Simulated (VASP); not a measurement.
# Hg (P2_1) in VASP: a series of runs

Runs on Hg. Level: PBEsol. Tasks: single point.

All numbers are computed with VASP 6.6.1; they aren't measurements. Logs are shortened: lines on timing, memory, paths and dates and some standing lists are left out, and cuts for length are marked.

### Step 1. The cell of the first run

Symmetry: P2_1, No. 4, monoclinic system. The conventional cell has a = 3.442 Å, b = 11.062 Å, c = 3.442 Å, α = 90.00°, β = 120.00°, γ = 90.00°. Within 4.2 Å of Hg (site symmetry 1) lie 13 Hg at 3.21 to 4.17 Å. Within 4.2 Å of Hg (site symmetry 1) lie 13 Hg at 3.21 to 4.17 Å.

### Step 2. Single point, PBEsol

File INCAR:

```
ALGO = Normal ; EDIFF = 1E-6
ENCUT = 520 ; GGA = PS
ISIF = 2 ; ISMEAR = -1
LASPH = T ; LCHARG = F
LREAL = F ; LWAVE = F
NBANDS = 32 ; NELM = 100
PREC = Accurate ; SIGMA = 0.02
```

File KPOINTS:

```
k-points
0
Gamma
  8 8 2
```

File POSCAR:

```
Hg
1.0
    3.4419409895      0.0000000000      0.0000000000
   -1.7209704948      2.9808083353      0.0000000000
    0.0000000000      0.0000000000     11.0623313100
Hg
4
Direct
    0.0517387543      0.0305128642     -0.0028133310
    0.5991876434      0.6018897555      0.2528133466
    0.2815946769     -0.0305128642      0.4971867002
    0.7341460461      0.3981104675      0.7528132874
```

Potentials or basis: VASP PAW PBE potentials, release 64 (Hg).

Run with:

```console
cat potpaw_PBE.64/Hg/POTCAR > POTCAR
mpirun -np 1 vasp_std > vasp.out
```

OUTCAR:

```text
EDIFF = 1E-6
   ENCUT = 520
   GGA = PS
   ISIF = 2
   ISMEAR = -1
   LASPH = T
   LREAL = F
   NELM = 100
   PREC = Accurate

 ion  position               nearest neighbor table
   1  0.052  0.031  0.997-   2 3.21   4 3.30   4 3.38   4 3.39   2 3.42
   2  0.599  0.602  0.253-   1 3.21   3 3.30   3 3.38   3 3.39   1 3.42
   3  0.282  0.969  0.497-   4 3.21   2 3.30   2 3.38   2 3.39   4 3.42
   4  0.734  0.398  0.753-   3 3.21   1 3.30   1 3.38   1 3.39   3 3.42

  LATTYP: Found a hexagonal cell.
 ALAT       =     3.4419409895
 C/A-ratio  =     3.2139805254

  Lattice vectors:

 A1 = (   3.4419409895,   0.0000000000,   0.0000000000)
 A2 = (  -1.7209704948,   2.9808083353,   0.0000000000)
 A3 = (   0.0000000000,   0.0000000000,  11.0623313100)

Analysis of symmetry for initial positions (statically):
=====================================================================
 Subroutine PRICEL returns:
 Original cell was already a primitive cell.

 Routine SETGRP: Setting up the symmetry group for a
 hexagonal supercell.

 Subroutine GETGRP returns: Found  2 space group operations
 (whereof  1 operations were pure point group operations)
 out of a pool of 24 trial point group operations.

The static configuration has the point symmetry C_1 .
 The point group associated with its full space group is C_2 .

Analysis of symmetry for dynamics (positions and initial velocities):
=====================================================================
 Subroutine PRICEL returns:
 Original cell was already a primitive cell.

 Routine SETGRP: Setting up the symmetry group for a
 hexagonal supercell.

 Subroutine GETGRP returns: Found  2 space group operations
 (whereof  1 operations were pure point group operations)
 out of a pool of 24 trial point group operations.

The dynamic configuration has the point symmetry C_1 .
 The point group associated with its full space group is C_2 .

 Subroutine INISYM returns: Found  2 space group operations
 (whereof  1 operations are pure point group operations),
 and found     1 'primitive' translations

----------------------------------------------------------------------------------------

                                     Primitive cell

  volume of cell :     113.4969

  direct lattice vectors                    reciprocal lattice vectors
     3.441940989  0.000000000  0.000000000     0.290533743  0.167739735  0.000000000
    -1.720970495  2.980808335  0.000000000     0.000000000  0.335479470  0.000000000
     0.000000000  0.000000000 11.062331310     0.000000000  0.000000000  0.090396859

  length of vectors
     3.441940989  3.441940990 11.062331310     0.335479470  0.335479470  0.090396859

  position of ions in fractional coordinates (direct lattice)
     0.051738754  0.030512864  0.997186669
     0.599187643  0.601889755  0.252813347
     0.281594677  0.969487136  0.497186700
     0.734146046  0.398110467  0.752813287

  ion indices of the primitive-cell ions
   primitive index   ion index
                 1           1
                 2           2
                 3           3
                 4           4

----------------------------------------------------------------------------------------

 KPOINTS: k-points

Automatic generation of k-mesh.
 Grid dimensions read from file:
 generate k-points for:    8    8    2

 Generating k-lattice:

  Cartesian coordinates                     Fractional coordinates (reciprocal lattice)
     0.036316718  0.020967467  0.000000000     0.125000000  0.000000000  0.000000000
     0.000000000  0.041934934  0.000000000     0.000000000  0.125000000  0.000000000
     0.000000000  0.000000000  0.045198429     0.000000000  0.000000000  0.500000000

  Length of vectors
     0.041934934  0.041934934  0.045198429

  Shift w.r.t. Gamma in fractional coordinates (k-lattice)
     0.000000000  0.000000000  0.000000000

 Subroutine IBZKPT returns following result:
 ===========================================

 Found     68 irreducible k-points:

 Following reciprocal coordinates:
            Coordinates               Weight
  0.000000  0.000000  0.000000      1.000000
  0.125000  0.000000  0.000000      2.000000
  0.000000  0.125000  0.000000      2.000000
 -0.125000  0.125000  0.000000      2.000000
  0.250000  0.000000  0.000000      2.000000
  0.000000  0.250000  0.000000      2.000000
[... 16 lines left out ...]
  0.375000  0.125000  0.000000      2.000000
 -0.125000  0.500000  0.000000      2.000000
 [... further k-points ...]
   k-points           NKPTS =     68   k-points in BZ     NKDIM =     68   number of bands    NBANDS=     32
   number of dos      NEDOS =    301   number of ions     NIONS =      4
   total plane-waves  NPLWV =  65856
   dimension x,y,z NGX =    28 NGY =   28 NGZ =   84
   dimension x,y,z NGXF=    56 NGYF=   56 NGZF=  168
   ions per type =               4
   NGX,Y,Z   is equivalent  to a cutoff of  13.52, 13.52, 12.62 a.u.
   NGXF,Y,Z  is equivalent  to a cutoff of  27.05, 27.05, 25.25 a.u.
 SYSTEM =  unknown system
   PREC   = accura    normal or accurate (medium, high low for compatibility)
   ISTART =      0    job   : 0-new  1-cont  2-samecut
   ICHARG =      2    charge: 1-file 2-atom 10-const
   ISPIN  =      1    spin polarized calculation?
   LNONCOLLINEAR =      F non collinear calculations
   LSORBIT =      F    spin-orbit coupling
   LASPH  =      T    aspherical Exc in radial PAW
   ENCUT  =  520.0 eV  38.22 Ry    6.18 a.u.   6.40  6.40 20.57*2*pi/ulx,y,z
   NELM   =    100;   NELMIN=  2; NELMDL= -5     # of ELM steps
   EDIFF  = 0.1E-05   stopping-criterion for ELM
   LREAL  =      F    real-space projection
   EDIFFG = 0.1E-04   stopping-criterion for IOM
   NSW    =      0    number of steps for IOM
   IBRION =     -1    ionic relax: 0-MD 1-quasi-New 2-CG
   NFREE  =      0    steps in history (QN), initial steepest desc. (CG)
   ISIF   =      2    stress and relaxation
   ISYM   =      2    0-nonsym 1-usesym 2-fastsym
   POTIM  = 0.5000    time-step for ionic-motion
   TEBEG  =    0.0;   TEEND  =   0.0 temperature during run
   PSTRESS=    0.0 pullay stress
   NELECT =      48.0000    total number of electrons
   NUPDOWN=      -1.0000    fix difference up-down
   EMIN   =  10.00;   EMAX   =-10.00  energy-range for DOS
   EFERMI =   0.00;   METHOD = LEGACY
   ISMEAR =    -1;   SIGMA  =   0.02  broadening in eV -4-tet -1-fermi 0-gaus
   EFERMI_NEDOS =   21; number of points for ismear=-14 and -15
   IALGO  =     38    algorithm
   IMIX   =      4    mixing-type and parameters
     AMIX     =   0.40;   BMIX     =  1.00
     AMIX_MAG =   1.60;   BMIX_MAG =  1.00
  volume/ion in A,a.u.               =      28.37       191.48
  Fermi-wavevector in a.u.,A,eV,Ry     =   1.228836  2.322163 20.545307  1.510037
  Thomas-Fermi vector in A             =   2.363746
   LORBIT       =      0    0 simple, 1 ext, 2 COOP (PROOUT), +10 PAW based schemes
   GGA     = PS    functional components
   LHFCALC =     F    Hartree Fock is set to
   AEXX    =    0.0000 exact exchange contribution
   IVDW    =     0    specifies the selected vdW correction
   LEPSILON=     F    determine dielectric tensor
   LRPA    =     F    only Hartree local field effects (RPA)
 non-spin polarized calculation
  energy-cutoff  :      520.00
  volume of cell :      113.50
 maximum number of plane-waves:      3086
 NGX is ok and might be reduce to    28
   NGX = 13   NGY = 13   NGZ = 41

 number of electron      48.0000000 magnetization

 Free energy of the ion-electron system (eV)
  ---------------------------------------------------
  ext. energy  EPLUGINS =         0.00000000
  ---------------------------------------------------
  free energy    TOTEN  =        -1.99915762 eV

  energy without entropy =       -1.99787669  energy(sigma->0) =       -1.99851715

 E-fermi :   0.8786     XC(G=0): -10.0556

 val. band max:        0.8738786813   @ k =   0.0000   0.1250   0.0000
 cond. band min:       1.1092710197   @ k =  -0.2500   0.5000   0.0000
 fundamental gap:      0.2353923384
 Fermi energy:         0.8785759926

 k-point     1 :       0.0000    0.0000    0.0000
  band No.  band energies     occupation
      1      -6.4972      2.00000
      2      -5.8374      2.00000
      3      -5.7285      2.00000
      4      -5.7069      2.00000
      5      -5.3553      2.00000
      6      -5.2484      2.00000
[... 24 lines left out ...]
     31      12.7957      0.00000
     32      12.9732      0.00000

 k-point     2 :       0.1250    0.0000    0.0000
  band No.  band energies     occupation
      1      -6.2108      2.00000
      2      -5.7068      2.00000
      3      -5.5974      2.00000
      4      -5.5010      2.00000
      5      -5.3337      2.00000
      6      -5.2834      2.00000
[... 24 lines left out ...]
     31      11.1431      0.00000
     32      11.4716      0.00000

 k-point     3 :       0.0000    0.1250    0.0000
  band No.  band energies     occupation
      1      -6.2075      2.00000
      2      -5.7026      2.00000
      3      -5.5900      2.00000
      4      -5.5070      2.00000
      5      -5.3413      2.00000
      6      -5.2825      2.00000
[... 24 lines left out ...]
     31      11.2737      0.00000
     32      11.4207      0.00000

 k-point     4 :      -0.1250    0.1250    0.0000
  band No.  band energies     occupation
      1      -6.2383      2.00000
      2      -5.7406      2.00000
      3      -5.5619      2.00000
      4      -5.5440      2.00000
      5      -5.3417      2.00000
      6      -5.2529      2.00000
[... 24 lines left out ...]
     31      10.6930      0.00000
     32      12.0881      0.00000

 k-point     5 :       0.2500    0.0000    0.0000
  band No.  band energies     occupation
      1      -5.6945      2.00000
      2      -5.5962      2.00000
      3      -5.5773      2.00000
      4      -5.5187      2.00000
      5      -5.3960      2.00000
      6      -5.3866      2.00000
[... 584 lines left out ...]
     31       8.1436      0.00000
     32       8.8794      0.00000

 k-point    22 :       0.3750   -0.1250    0.0000
  band No.  band energies     occupation
      1      -5.6346      2.00000
      2      -5.6122      2.00000
      3      -5.5492      2.00000
      4      -5.4817      2.00000
      5      -5.3825      2.00000
      6      -5.3099      2.00000
[... 24 lines left out ...]
     31       8.1778      0.00000
     32       8.9381      0.00000

 k-point    23 :       0.3750    0.1250    0.0000
  band No.  band energies     occupation
      1      -5.8040      2.00000
      2      -5.7857      2.00000
      3      -5.6412      2.00000
      4      -5.5972      2.00000
      5      -5.4367      2.00000
      6      -5.3915      2.00000
[... 24 lines left out ...]
     31       7.0336      0.00000
     32       7.3146      0.00000

 k-point    24 :      -0.1250    0.5000    0.0000
  band No.  band energies     occupation
      1      -5.7852      2.00000
      2      -5.7701      2.00000
      3      -5.6186      2.00000
      4      -5.6025      2.00000
      5      -5.4321      2.00000
      6      -5.3893      2.00000
[... 24 lines left out ...]
     31       7.0095      0.00000
     32       7.7522      0.00000

 [... further k-points ...]

------------------------ aborting loop because EDIFF is reached ----------------------------------------

  FORCE on cell =-STRESS in cart. coord.  units (eV):
  Direction    XX          YY          ZZ          XY          YZ          ZX
  --------------------------------------------------------------------------------------
  -------------------------------------------------------------------------------------
  Total       -2.4427886     -2.0430089     -1.7755547      0.3304030      0.0000000      0.0000000
  in kB      -34.4835787    -28.8400969    -25.0645848      4.6641274      0.0000000      0.0000000
  external PRESSURE =     -29.4627535 kB  Pullay stress =       0.0000000 kB

 VOLUME and BASIS-vectors are now :
 -----------------------------------------------------------------------------
  energy-cutoff  :      520.00
  volume of cell :      113.50
      direct lattice vectors                 reciprocal lattice vectors
     3.441940989  0.000000000  0.000000000     0.290533743  0.167739735  0.000000000
    -1.720970495  2.980808335  0.000000000     0.000000000  0.335479470  0.000000000
     0.000000000  0.000000000 11.062331310     0.000000000  0.000000000  0.090396859

 POSITION                                       TOTAL-FORCE (eV/Angst)
 -----------------------------------------------------------------------------------
      0.12557      0.09095     11.03121         0.002672      0.007838      0.015113
      1.02653      1.79412      2.79670         0.004940     -0.003943     -0.015113
     -0.69923      2.88986      5.50004        -0.002672     -0.007838      0.015113
      1.84175      1.18669      8.32787        -0.004940      0.003943     -0.015113
 -----------------------------------------------------------------------------------
    total drift:                               -0.000174     -0.000096      0.000003

  FREE ENERGIE OF THE ION-ELECTRON SYSTEM (eV)
  ---------------------------------------------------
  free  energy   TOTEN  =        -1.9991576167 eV

  energy  without entropy=       -1.9978766889  energy(sigma->0) =       -1.99851715
```

Wall time 99 s (1 thread of AMD EPYC 9R45 (Zen 5), shared host); peak memory 0.32 GiB.

What came out:

| Quantity | Value |
| --- | --- |
| Free energy | -1.9992 eV |
| Pressure | -2.9 GPa |
| Largest force | 0.017 eV/Å |
| Band gap on the k mesh | zero (bands 24 and 25 overlap by 0.81 eV) |

Forces in eV/Å, atoms in the order of the input:
```
Hg   0.003  0.008  0.015
Hg   0.005 -0.004 -0.015
Hg  -0.003 -0.008  0.015
Hg  -0.005  0.004 -0.015
```

Stress tensor (GPa, compression positive):
```
-3.45  0.47  0.00
 0.47 -2.88  0.00
 0.00  0.00 -2.51
```

Levels at points of the mesh, in eV from the Fermi level:
```
           k point  band 20  band 21  band 22  band 23  band 24  band 25  band 26  band 27  band 28  band 29
(0.00, 0.00, 0.00)    -5.50    -5.43    -5.36    -5.19    -1.39    -0.50     6.22     6.52    10.75    11.25
(0.50, 0.00, 0.00)    -5.16    -2.10    -2.01    -0.90    -0.67    -0.18    -0.06     2.87     2.95     5.08
(0.00, 0.50, 0.00)    -5.17    -2.08    -2.00    -0.93    -0.71    -0.18    -0.05     2.86     2.97     5.11
(0.50, 0.50, 0.00)    -5.17    -2.28    -1.90    -1.26    -0.48    -0.12     0.40     2.44     3.16     4.00
(0.00, 0.00, 0.50)    -5.42    -5.31    -5.31    -3.66    -3.66     2.44     2.44    10.68    10.68    11.16
(0.50, 0.00, 0.50)    -5.25    -1.88    -1.88    -1.44    -1.44     1.26     1.26     1.50     1.50     6.53
(0.00, 0.50, 0.50)    -5.25    -1.83    -1.83    -1.50    -1.50     1.26     1.26     1.50     1.50     6.67
(0.50, 0.50, 0.50)    -5.24    -2.09    -2.09    -1.13    -1.13     0.76     0.76     1.94     1.94     6.04
```

Caveat: the PAW data sets were made with another functional, which shifts forces and pressure a little; spin-orbit coupling is left out, which moves the levels of the heavy elements.

### Step 3. Single point, PBEsol

File INCAR:

```
SYSTEM = Hg
ALGO     = Normal         ! electronic algorithm
EDIFF    = 1E-6           ! SCF threshold, eV
ENCUT    = 520            ! plane-wave cutoff, eV
GGA      = PS             ! functional
ISIF     = 2              ! what is computed and relaxed
ISMEAR   = -1             ! smearing method
LASPH    = .TRUE.         ! aspherical terms in the spheres
LCHARG   = .TRUE.         ! write CHGCAR
LELF     = .TRUE.         ! ELF
LREAL    = .FALSE.        ! projectors in reciprocal space
LVHAR    = .TRUE.       
LWAVE    = .FALSE.        ! write WAVECAR
NBANDS   = 32             ! bands
NELM     = 60             ! most SCF steps
PREC     = Accurate       ! precision mode
SIGMA    = 0.02           ! smearing width, eV
```

File KPOINTS:

```
k-points
0
G
  8 8 2
  0 0 0
```

File POSCAR:

```
Hg
1.0
    3.4419409895      0.0000000000      0.0000000000
   -1.7209704948      2.9808083353      0.0000000000
    0.0000000000      0.0000000000     11.0623313100
Hg
4
Direct
   -0.0011618878     -0.0185419503     -0.0053190416
    0.7514712907      0.6433456245      0.2553190572
    0.5011619118      0.0185422858      0.4946808088
    0.7485286562      0.3566542630      0.7553192691
```

Potentials or basis: VASP PAW PBE potentials, release 64 (Hg).

Run with:

```console
cat potpaw_PBE.64/Hg/POTCAR > POTCAR
mpirun -np 1 vasp_std > vasp.out
```

It took 1.7 min on 1 thread of AMD EPYC 9R45 (Zen 5), shared host; peak memory 0.32 GiB.

Results (log left out):

- Free energy: -1.9852 eV
- Pressure: -3.0 GPa
- Largest force: 0.009 eV/Å
- Band gap on the k mesh: zero (bands 24 and 25 overlap by 1.09 eV)

Forces on the atoms (eV/Å):
```
Hg  -0.005 -0.005 -0.004
Hg   0.002  0.005  0.004
Hg   0.005  0.005 -0.004
Hg  -0.002 -0.005  0.004
```

Stress tensor (GPa, compression positive):
```
-3.72  0.05  0.00
 0.05 -3.25  0.00
 0.00  0.00 -2.17
```

Levels at points of the mesh, in eV from the Fermi level:
```csv
k point,band 22,band 23,band 24,band 25,band 26,band 27
"(0.00, 0.00, 0.00)",-5.46,-5.43,-1.47,-0.66,5.98,6.53
"(0.50, 0.00, 0.00)",-2.05,-1.47,-0.64,-0.30,0.19,2.42
"(0.00, 0.50, 0.00)",-2.15,-1.21,-0.78,-0.40,-0.09,2.67
"(0.50, 0.50, 0.00)",-2.15,-1.30,-0.60,-0.49,0.11,2.47
"(0.00, 0.00, 0.50)",-5.51,-3.79,-3.79,2.33,2.33,10.51
"(0.50, 0.00, 0.50)",-2.27,-1.32,-1.32,0.64,0.64,1.78
"(0.00, 0.50, 0.50)",-2.11,-1.58,-1.58,1.00,1.00,1.47
"(0.50, 0.50, 0.50)",-2.21,-1.45,-1.45,0.83,0.83,1.63
```

Caveat: the cell stands under tension; the PAW data sets were made with another functional, which shifts forces and pressure a little; spin-orbit coupling is left out, which moves the levels of the heavy elements.

The gap in the log of VASP goes by the Fermi energy; the results here count the filled bands.